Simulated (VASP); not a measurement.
A run of VASP 6.6.1 is set up as follows.

Contents of INCAR:

```
SYSTEM = Ag
PREC = Accurate ; ENCUT = 600
EDIFF = 1E-7 ; ISMEAR = -1
SIGMA = 0.1 ; LREAL = .FALSE.
LASPH = .TRUE. ; NELM = 80
ALGO = Normal ; ISIF = 3
LWAVE = .FALSE. ; LCHARG = .FALSE.
GGA = CA ; IBRION = 2
NSW = 80 ; EDIFFG = -0.01
```

Contents of KPOINTS:

```
regular mesh
0
G
  7 7 4
  0 0 0
```

Contents of POSCAR:

```
Ag
1.0
    2.8900000000      0.0000000000      0.0000000000
   -1.4450000000      2.5028134169      0.0000000000
    0.0000000000      0.0000000000      4.7193700000
Ag
2
Direct
    0.3333333333      0.6666666667      0.2500000000
    0.6666666667      0.3333333333      0.7500000000
```

Potentials or basis: VASP PAW LDA potentials, release 64 (Ag).

The run is started by

```bash
$ cat potpaw_LDA.64/Ag/POTCAR > POTCAR
$ mpirun -np 1 vasp_std > vasp.out
```

Task: Predict the relaxed volume.

Result: 16.01 Å³/atom.

Task: Estimate the relaxed cell.

Result: a = 2.828 Å, b = 2.828 Å, c = 4.625 Å, α = 90.00°, β = 90.00°, γ = 120.00°.

Final structure:
```yaml
crystal:
  lattice:
    - [2.82766, 0.00000, 0.00000]
    - [-1.41383, 2.44882, 0.00000]
    - [0.00000, 0.00000, 4.62529]
  atoms:
    - { symbol: Ag, position: [0.33333, 0.66667, 0.25000] }
    - { symbol: Ag, position: [0.66667, 0.33333, 0.75000] }
```
